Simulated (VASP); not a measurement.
# Pd (P6_3/mmc) in VASP: single point with LDA

Aim: the single point of Pd with LDA.

Program: VASP 6.6.1. These are calculated values, not measurements. Logs are shortened: lines on timing, memory, paths and dates and some standing lists are left out, and cuts for length are marked.

## (1) The cell of the first run

It takes space group P6_3/mmc (No. 194, hexagonal). Conventional cell: a = 2.763 Å, b = 2.763 Å, c = 9.118 Å, α = 90.00°, β = 90.00°, γ = 120.00°. Within 3.6 Å of Pd (site symmetry -3m) lie 12 Pd at 2.76 to 2.78 Å. Pd (site symmetry -6m2) has 12 Pd at 2.76 to 2.78 Å within 3.6 Å.

## (2) Single point, LDA

INCAR

```
SYSTEM = Pd
PREC = Accurate
ENCUT = 500
EDIFF = 1E-6
ISMEAR = -1
SIGMA = 0.1
LREAL = .False.
LASPH = .True.
NELM = 120
ALGO = Normal
ISIF = 2
LWAVE = .False.
LCHARG = .False.
GGA = CA
NBANDS = 28
GGA_COMPAT = .False.
```

KPOINTS

```
regular mesh
0
Gamma
  11 11 3
  0 0 0
```

POSCAR

```
Pd
1.0
    2.7625620000      0.0000000000      0.0000000000
   -1.3812810000      2.3924490000      0.0000000000
    0.0000000000      0.0000000000      9.1183940000
Pd
4
Direct
    0.0000000000      0.0000000000      0.0000000000
    0.3333333333      0.6666666667      0.2500000000
    0.0000000000      0.0000000000      0.5000000000
    0.6666666667      0.3333333333      0.7500000000
```

Potentials or basis: VASP PAW LDA potentials, release 64 (Pd).

On the command line:

```sh
> cat potpaw_LDA.64/Pd/POTCAR > POTCAR
> mpirun -np 1 vasp_std > vasp.out
```

OUTCAR:

```text
SYSTEM = Pd
   PREC = Accurate
   ENCUT = 500
   EDIFF = 1E-6
   ISMEAR = -1
   LREAL = .False.
   LASPH = .True.
   NELM = 120
   ISIF = 2
   GGA = CA

 ion  position               nearest neighbor table
   1  0.000  0.000  0.000-   2 2.78   4 2.78   4 2.78   2 2.78   4 2.78   2 2.78
   2  0.333  0.667  0.250-   1 2.78   3 2.78   1 2.78   3 2.78   1 2.78   3 2.78
   3  0.000  0.000  0.500-   2 2.78   4 2.78   4 2.78   2 2.78   4 2.78   2 2.78
   4  0.667  0.333  0.750-   1 2.78   3 2.78   1 2.78   3 2.78   1 2.78   3 2.78

  LATTYP: Found a hexagonal cell.
 ALAT       =     2.7625620000
 C/A-ratio  =     3.3007020295

  Lattice vectors:

 A1 = (   2.7625620000,   0.0000000000,   0.0000000000)
 A2 = (  -1.3812810000,   2.3924490000,   0.0000000000)
 A3 = (   0.0000000000,   0.0000000000,   9.1183940000)

Analysis of symmetry for initial positions (statically):
=====================================================================
 Subroutine PRICEL returns:
 Original cell was already a primitive cell.

 Routine SETGRP: Setting up the symmetry group for a
 hexagonal supercell.

 Subroutine GETGRP returns: Found 24 space group operations
 (whereof 12 operations were pure point group operations)
 out of a pool of 24 trial point group operations.

The static configuration has the point symmetry D_3d.
 The point group associated with its full space group is D_6h.

Analysis of symmetry for dynamics (positions and initial velocities):
=====================================================================
 Subroutine PRICEL returns:
 Original cell was already a primitive cell.

 Routine SETGRP: Setting up the symmetry group for a
 hexagonal supercell.

 Subroutine GETGRP returns: Found 24 space group operations
 (whereof 12 operations were pure point group operations)
 out of a pool of 24 trial point group operations.

The dynamic configuration has the point symmetry D_3d.
 The point group associated with its full space group is D_6h.

 Subroutine INISYM returns: Found 24 space group operations
 (whereof 12 operations are pure point group operations),
 and found     1 'primitive' translations

----------------------------------------------------------------------------------------

                                     Primitive cell

  volume of cell :      60.2661

  direct lattice vectors                    reciprocal lattice vectors
     2.762562000  0.000000000  0.000000000     0.361982826  0.208990871  0.000000000
    -1.381281000  2.392449000  0.000000000     0.000000000  0.417981742  0.000000000
     0.000000000  0.000000000  9.118394000     0.000000000  0.000000000  0.109668435

  length of vectors
     2.762562000  2.762562111  9.118394000     0.417981759  0.417981742  0.109668435

  position of ions in fractional coordinates (direct lattice)
     0.000000000  0.000000000  0.000000000
     0.333333333  0.666666667  0.250000000
     0.000000000  0.000000000  0.500000000
     0.666666667  0.333333333  0.750000000

  ion indices of the primitive-cell ions
   primitive index   ion index
                 1           1
                 2           2
                 3           3
                 4           4

----------------------------------------------------------------------------------------

 KPOINTS: regular mesh

Automatic generation of k-mesh.
 Grid dimensions read from file:
 generate k-points for:   11   11    3

 Generating k-lattice:

  Cartesian coordinates                     Fractional coordinates (reciprocal lattice)
     0.032907530  0.018999170  0.000000000     0.090909091 -0.000000000  0.000000000
     0.000000000  0.037998340  0.000000000     0.000000000  0.090909091  0.000000000
     0.000000000  0.000000000  0.036556145     0.000000000  0.000000000  0.333333333

  Length of vectors
     0.037998342  0.037998340  0.036556145

  Shift w.r.t. Gamma in fractional coordinates (k-lattice)
     0.000000000  0.000000000  0.000000000

 Subroutine IBZKPT returns following result:
 ===========================================

 Found     32 irreducible k-points:

 Following reciprocal coordinates:
            Coordinates               Weight
  0.000000  0.000000  0.000000      1.000000
  0.090909 -0.000000  0.000000      6.000000
  0.181818  0.000000  0.000000      6.000000
  0.272727 -0.000000  0.000000      6.000000
  0.363636  0.000000  0.000000      6.000000
  0.454545 -0.000000  0.000000      6.000000
[... 16 lines left out ...]
  0.090909  0.090909  0.333333     12.000000
  0.181818  0.090909  0.333333     24.000000
 [... further k-points ...]
   k-points           NKPTS =     32   k-points in BZ     NKDIM =     32   number of bands    NBANDS=     28
   number of dos      NEDOS =    301   number of ions     NIONS =      4
   total plane-waves  NPLWV =  28000
   dimension x,y,z NGX =    20 NGY =   20 NGZ =   70
   dimension x,y,z NGXF=    40 NGYF=   40 NGZF=  140
   ions per type =               4
   NGX,Y,Z   is equivalent  to a cutoff of  12.04, 12.04, 12.76 a.u.
   NGXF,Y,Z  is equivalent  to a cutoff of  24.07, 24.07, 25.52 a.u.
 SYSTEM =  Pd
   PREC   = accura    normal or accurate (medium, high low for compatibility)
   ISTART =      0    job   : 0-new  1-cont  2-samecut
   ICHARG =      2    charge: 1-file 2-atom 10-const
   ISPIN  =      1    spin polarized calculation?
   LNONCOLLINEAR =      F non collinear calculations
   LSORBIT =      F    spin-orbit coupling
   LASPH  =      T    aspherical Exc in radial PAW
   ENCUT  =  500.0 eV  36.75 Ry    6.06 a.u.   5.04  5.04 16.62*2*pi/ulx,y,z
   NELM   =    120;   NELMIN=  2; NELMDL= -5     # of ELM steps
   EDIFF  = 0.1E-05   stopping-criterion for ELM
   LREAL  =      F    real-space projection
   EDIFFG = 0.1E-04   stopping-criterion for IOM
   NSW    =      0    number of steps for IOM
   IBRION =     -1    ionic relax: 0-MD 1-quasi-New 2-CG
   NFREE  =      0    steps in history (QN), initial steepest desc. (CG)
   ISIF   =      2    stress and relaxation
   ISYM   =      2    0-nonsym 1-usesym 2-fastsym
   POTIM  = 0.5000    time-step for ionic-motion
   TEBEG  =    0.0;   TEEND  =   0.0 temperature during run
   PSTRESS=    0.0 pullay stress
   NELECT =      40.0000    total number of electrons
   NUPDOWN=      -1.0000    fix difference up-down
   EMIN   =  10.00;   EMAX   =-10.00  energy-range for DOS
   EFERMI =   0.00;   METHOD = LEGACY
   ISMEAR =    -1;   SIGMA  =   0.10  broadening in eV -4-tet -1-fermi 0-gaus
   EFERMI_NEDOS =   21; number of points for ismear=-14 and -15
   IALGO  =     38    algorithm
   IMIX   =      4    mixing-type and parameters
     AMIX     =   0.40;   BMIX     =  1.00
     AMIX_MAG =   1.60;   BMIX_MAG =  1.00
  volume/ion in A,a.u.               =      15.07       101.67
  Fermi-wavevector in a.u.,A,eV,Ry     =   1.428029  2.698584 27.745924  2.039268
  Thomas-Fermi vector in A             =   2.548135
   LORBIT       =      0    0 simple, 1 ext, 2 COOP (PROOUT), +10 PAW based schemes
   GGA     = CA    functional components
   LHFCALC =     F    Hartree Fock is set to
   AEXX    =    0.0000 exact exchange contribution
   IVDW    =     0    specifies the selected vdW correction
   LEPSILON=     F    determine dielectric tensor
   LRPA    =     F    only Hartree local field effects (RPA)
 non-spin polarized calculation
  energy-cutoff  :      500.00
  volume of cell :       60.27
 maximum number of plane-waves:      1553
   NGX = 11   NGY = 11   NGZ = 33

 number of electron      40.0000005 magnetization

 Free energy of the ion-electron system (eV)
  ---------------------------------------------------
  ext. energy  EPLUGINS =         0.00000000
  ---------------------------------------------------
  free energy    TOTEN  =       -25.90678418 eV

  energy without entropy =      -25.62493578  energy(sigma->0) =      -25.76585998

 E-fermi :   9.2649     XC(G=0): -13.3880

 val. band max:        9.2618817696   @ k =   0.2727   0.0909   0.0000
 cond. band min:       9.2758292194   @ k =   0.3636   0.0909   0.0000
 fundamental gap:      0.0139474498
 Fermi energy:         9.2649210529

 k-point     1 :       0.0000    0.0000    0.0000
  band No.  band energies     occupation
      1       2.1586      2.00000
      2       3.8023      2.00000
      3       3.8089      2.00000
      4       4.0323      2.00000
      5       6.3834      2.00000
      6       6.3945      2.00000
[... 20 lines left out ...]
     27      23.3636      0.00000
     28      26.1425      0.00000

 k-point     2 :       0.0909   -0.0000    0.0000
  band No.  band energies     occupation
      1       2.4211      2.00000
      2       4.0383      2.00000
      3       4.0470      2.00000
      4       4.2228      2.00000
      5       6.0453      2.00000
      6       6.2161      2.00000
[... 20 lines left out ...]
     27      23.5203      0.00000
     28      26.2956      0.00000

 k-point     3 :       0.1818    0.0000    0.0000
  band No.  band energies     occupation
      1       3.1393      2.00000
      2       4.5182      2.00000
      3       4.5738      2.00000
      4       4.7046      2.00000
      5       5.5963      2.00000
      6       5.8187      2.00000
[... 20 lines left out ...]
     27      23.9372      0.00000
     28      24.4165      0.00000

 k-point     4 :       0.2727   -0.0000    0.0000
  band No.  band energies     occupation
      1       3.9864      2.00000
      2       4.5757      2.00000
      3       4.6306      2.00000
      4       4.9150      2.00000
      5       5.4269      2.00000
      6       5.4513      2.00000
[... 578 lines left out ...]
     27      19.0290      0.00000
     28      19.7245      0.00000

 k-point    23 :       0.0909    0.0909    0.3333
  band No.  band energies     occupation
      1       3.1325      2.00000
      2       3.7257      2.00000
      3       4.6128      2.00000
      4       4.7126      2.00000
      5       5.8853      2.00000
      6       5.9801      2.00000
[... 20 lines left out ...]
     27      25.5617      0.00000
     28      25.9712      0.00000

 k-point    24 :       0.1818    0.0909    0.3333
  band No.  band energies     occupation
      1       3.9089      2.00000
      2       4.3056      2.00000
      3       4.9749      2.00000
      4       5.1728      2.00000
      5       5.4540      2.00000
      6       5.6716      2.00000
[... 20 lines left out ...]
     27      22.9412      0.00000
     28      23.5959      0.00000

 [... further k-points ...]
[... 5 lines left out ...]
  --------------------------------------------------------------------------------------
  -------------------------------------------------------------------------------------
  Total       -4.0461935     -4.0461939     -4.2813164     -0.0000000      0.0000000     -0.0000000
  in kB     -107.5682621   -107.5682736   -113.8190182     -0.0000000      0.0000000     -0.0000000
  external PRESSURE =    -109.6518513 kB  Pullay stress =       0.0000000 kB

 VOLUME and BASIS-vectors are now :
 -----------------------------------------------------------------------------
  energy-cutoff  :      500.00
  volume of cell :       60.27
      direct lattice vectors                 reciprocal lattice vectors
     2.762562000  0.000000000  0.000000000     0.361982826  0.208990871  0.000000000
    -1.381281000  2.392449000  0.000000000     0.000000000  0.417981742  0.000000000
     0.000000000  0.000000000  9.118394000     0.000000000  0.000000000  0.109668435

 POSITION                                       TOTAL-FORCE (eV/Angst)
 -----------------------------------------------------------------------------------
      0.00000      0.00000      0.00000        -0.000000      0.000000     -0.000000
     -0.00000      1.59497      2.27960         0.000000     -0.000000      0.000000
      0.00000      0.00000      4.55920        -0.000000      0.000000     -0.000000
      1.38128      0.79748      6.83880        -0.000000      0.000000     -0.000000
 -----------------------------------------------------------------------------------
    total drift:                                0.000000     -0.000000      0.000000

  FREE ENERGIE OF THE ION-ELECTRON SYSTEM (eV)
  ---------------------------------------------------
  free  energy   TOTEN  =       -25.9067841850 eV

  energy  without entropy=      -25.6249357832  energy(sigma->0) =      -25.76585998
```

Run time: 37 s. Hardware: 1 thread of Intel Xeon Platinum 8488C (Sapphire Rapids), shared host; peak memory 0.17 GiB.

What came out:

```
Free energy            : -25.9068 eV
Pressure               : -11.0 GPa
Band gap on the k mesh : zero (band 20 reaches 9.43 eV, above the bottom of band 21 at 8.55 eV)
```
